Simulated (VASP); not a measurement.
# BN (Pm) in VASP: a series of runs

Runs on BN. Level: PBE+D3(BJ). Tasks: single point.

All numbers are computed with VASP 6.6.1; they aren't measurements. Logs are shortened: lines on timing, memory, paths and dates and some standing lists are left out, and cuts for length are marked.

### 1 The cell of the first run

It takes space group Pm (No. 6, monoclinic). The conventional cell has a = 2.506 Å, b = 6.592 Å, c = 2.506 Å, α = 90.00°, β = 120.00°, γ = 90.00°. Within 1.9 Å of B (site symmetry m) lie 3 N at 1.45 Å. B (site symmetry m) has 3 N at 1.45 Å within 1.9 Å. N (site symmetry m) has 3 B at 1.45 Å within 1.9 Å. N (site symmetry m) has 3 B at 1.45 Å within 1.9 Å.

### 2 Single point, PBE+D3(BJ) (atoms displaced along a vibrational mode)

INCAR reads:

```
ALGO = Normal ; EDIFF = 1E-6
ENCUT = 520 ; GGA = PE
ISIF = 2 ; ISMEAR = 1
IVDW = 12 ; LASPH = True
LCHARG = False ; LREAL = False
LWAVE = False ; NBANDS = 16
NELM = 60 ; PREC = Accurate
SIGMA = 0.05
```

KPOINTS reads:

```
k-points
0
Gamma
  12 12 4
```

POSCAR reads:

```
BN
1.0
    2.5061127838      0.0000000000      0.0000000000
   -1.2530563919      2.1703573356      0.0000000000
    0.0000000000      0.0000000000      6.5923998870
B N
2 2
Direct
   -0.1728768184      0.0000000000      0.5000000000
    0.5065098970      0.6666666667      0.0000000000
    0.1723419976      0.0000000000      0.0000000000
    0.4940933386      0.3333333333      0.5000000000
```

Potentials or basis: VASP PAW PBE potentials, release 64 (B, N).

Run with:

```bash
$ cat potpaw_PBE.64/B/POTCAR potpaw_PBE.64/N/POTCAR > POTCAR
$ mpirun -np 1 vasp_std > vasp.out
```

OUTCAR:

```text
EDIFF = 1E-6
   ENCUT = 520
   GGA = PE
   ISIF = 2
   ISMEAR = 1
   IVDW = 12
   LASPH = True
   LREAL = False
   NELM = 60
   PREC = Accurate
 IVDW          = 12

 ion  position               nearest neighbor table
   1  0.827  0.000  0.500-   4 1.45   4 1.45   4 1.45
   2  0.507  0.667  0.000-   3 1.45   3 1.45   3 1.45
   3  0.172  0.000  0.000-   2 1.45   2 1.45   2 1.45
   4  0.494  0.333  0.500-   1 1.45   1 1.45   1 1.45

  LATTYP: Found a hexagonal cell.
 ALAT       =     2.5061127838
 C/A-ratio  =     2.6305280152

  Lattice vectors:

 A1 = (   2.5061127838,   0.0000000000,   0.0000000000)
 A2 = (  -1.2530563919,   2.1703573356,   0.0000000000)
 A3 = (   0.0000000000,   0.0000000000,   6.5923998870)

Analysis of symmetry for initial positions (statically):
=====================================================================
 Subroutine PRICEL returns:
 Original cell was already a primitive cell.

 Routine SETGRP: Setting up the symmetry group for a
 hexagonal supercell.

 Subroutine GETGRP returns: Found  2 space group operations
 (whereof  2 operations were pure point group operations)
 out of a pool of 24 trial point group operations.

The static configuration has the point symmetry C_1h.

Analysis of symmetry for dynamics (positions and initial velocities):
=====================================================================
 Subroutine PRICEL returns:
 Original cell was already a primitive cell.

 Routine SETGRP: Setting up the symmetry group for a
 hexagonal supercell.

 Subroutine GETGRP returns: Found  2 space group operations
 (whereof  2 operations were pure point group operations)
 out of a pool of 24 trial point group operations.

The dynamic configuration has the point symmetry C_1h.

 Subroutine INISYM returns: Found  2 space group operations
 (whereof  2 operations are pure point group operations),
 and found     1 'primitive' translations

----------------------------------------------------------------------------------------

                                     Primitive cell

  volume of cell :      35.8571

  direct lattice vectors                    reciprocal lattice vectors
     2.506112784  0.000000000  0.000000000     0.399024340  0.230376810  0.000000000
    -1.253056392  2.170357336  0.000000000     0.000000000  0.460753620  0.000000000
[... 89 lines left out ...]
   EDIFF  = 0.1E-05   stopping-criterion for ELM
   LREAL  =      F    real-space projection
   EDIFFG = 0.1E-04   stopping-criterion for IOM
   NSW    =      0    number of steps for IOM
   IBRION =     -1    ionic relax: 0-MD 1-quasi-New 2-CG
   NFREE  =      0    steps in history (QN), initial steepest desc. (CG)
   ISIF   =      2    stress and relaxation
   ISYM   =      2    0-nonsym 1-usesym 2-fastsym
   POTIM  = 0.5000    time-step for ionic-motion
   TEBEG  =    0.0;   TEEND  =   0.0 temperature during run
   PSTRESS=    0.0 pullay stress
   NELECT =      16.0000    total number of electrons
   NUPDOWN=      -1.0000    fix difference up-down
   EMIN   =  10.00;   EMAX   =-10.00  energy-range for DOS
   EFERMI =   0.00;   METHOD = LEGACY
   ISMEAR =     1;   SIGMA  =   0.05  broadening in eV -4-tet -1-fermi 0-gaus
   EFERMI_NEDOS =   21; number of points for ismear=-14 and -15
   IALGO  =     38    algorithm
   IMIX   =      4    mixing-type and parameters
     AMIX     =   0.40;   BMIX     =  1.00
     AMIX_MAG =   1.60;   BMIX_MAG =  1.00
  volume/ion in A,a.u.               =       8.96        60.49
  Fermi-wavevector in a.u.,A,eV,Ry     =   1.250997  2.364042 21.293038  1.564994
  Thomas-Fermi vector in A             =   2.384965
   LORBIT       =      0    0 simple, 1 ext, 2 COOP (PROOUT), +10 PAW based schemes
   GGA     = PE    functional components
   LHFCALC =     F    Hartree Fock is set to
   AEXX    =    0.0000 exact exchange contribution
   IVDW    =    12    specifies the selected vdW correction
   LEPSILON=     F    determine dielectric tensor
   LRPA    =     F    only Hartree local field effects (RPA)
 non-spin polarized calculation
 Methfessel and Paxton  Order N= 1 SIGMA  =   0.05
  energy-cutoff  :      520.00
  volume of cell :       35.86
 maximum number of plane-waves:       985
   NGX =  9   NGY =  9   NGZ = 25

 number of electron      15.9999998 magnetization

 Free energy of the ion-electron system (eV)
  ---------------------------------------------------
  ext. energy  EPLUGINS =         0.00000000
  ---------------------------------------------------
  free energy    TOTEN  =       -35.12433774 eV

  energy without entropy =      -35.12435295  energy(sigma->0) =      -35.12434281

 E-fermi :   2.6482     XC(G=0): -10.1171

 val. band max:        2.6079303984   @ k =   0.3333   0.3333   0.0000
 cond. band min:       6.0086697619   @ k =   0.5000   0.5000   0.0000
 fundamental gap:      3.4007393635
 Fermi energy:         2.6482044966

 k-point     1 :       0.0000    0.0000    0.0000
  band No.  band energies     occupation
      1     -15.4698      2.00000
      2     -15.1596      2.00000
      3      -3.9074      2.00000
      4      -1.7158      2.00000
      5       0.9806      2.00000
      6       0.9940      2.00000
[... 433 lines left out ...]
      3      -2.6232      2.00000
      4      -1.9961      2.00000
      5      -1.9183      2.00000
      6      -0.5905      2.00000
[... 8 lines left out ...]
     15      16.8219      0.00000
     16      17.6397      0.00000

 [... further k-points ...]

------------------------ aborting loop because EDIFF is reached ----------------------------------------

 Edisp (eV)   -0.56885

 E8    (eV) :    -0.1668

  FORCE on cell =-STRESS in cart. coord.  units (eV):
  Direction    XX          YY          ZZ          XY          YZ          ZX
  --------------------------------------------------------------------------------------
  -------------------------------------------------------------------------------------
  Total      -0.06853     0.01440     0.23548     0.08237     0.00000     0.00000
  in kB      -3.06205     0.64361    10.52159     3.68067     0.00000     0.00000
  external pressure =        2.70 kB  Pullay stress =        0.00 kB

 VOLUME and BASIS-vectors are now :
 -----------------------------------------------------------------------------
  energy-cutoff  :      520.00
  volume of cell :       35.86
      direct lattice vectors                 reciprocal lattice vectors
     2.506112784  0.000000000  0.000000000     0.399024340  0.230376810  0.000000000
    -1.253056392  2.170357336  0.000000000     0.000000000  0.460753620  0.000000000
     0.000000000  0.000000000  6.592399887     0.000000000  0.000000000  0.151689827

 POSITION                                       TOTAL-FORCE (eV/Angst)
 -----------------------------------------------------------------------------------
      2.07286      0.00000      3.29620         0.035905     -0.020656      0.000000
      0.43400      1.44690      0.00000        -0.066833      0.005870      0.000000
      0.43191      0.00000      0.00000         0.032422     -0.070842      0.000000
      0.82057      0.72345      3.29620        -0.001494      0.085629      0.000000
 -----------------------------------------------------------------------------------
    total drift:                                0.000058      0.000013     -0.000000

  FREE ENERGIE OF THE ION-ELECTRON SYSTEM (eV)
  ---------------------------------------------------
  free  energy   TOTEN  =       -35.6931854936 eV

  energy  without entropy=      -35.6932007043  energy(sigma->0) =      -35.69319056
```

Wall time 92 s (1 thread of AMD EPYC 7R13, shared host); peak memory 0.21 GiB.

What came out:

- Free energy: -35.6932 eV
- Pressure: 0.3 GPa
- Largest force: 0.086 eV/Å
- Band gap on the k mesh: 3.40 eV (least direct gap 3.75 eV)
- Dispersion energy per atom: -0.142 eV

Forces on the atoms (eV/Å):
```
B    0.036 -0.021  0.000
B   -0.067  0.006  0.000
N    0.032 -0.071  0.000
N   -0.001  0.086  0.000
```

Stress tensor (GPa, compression positive):
```
-0.31  0.37  0.00
 0.37  0.06  0.00
 0.00  0.00  1.05
```

Caveat: the cell differs from its parent crystal (atoms displaced along a vibrational mode).

(Part 1 of 3 ends here.)
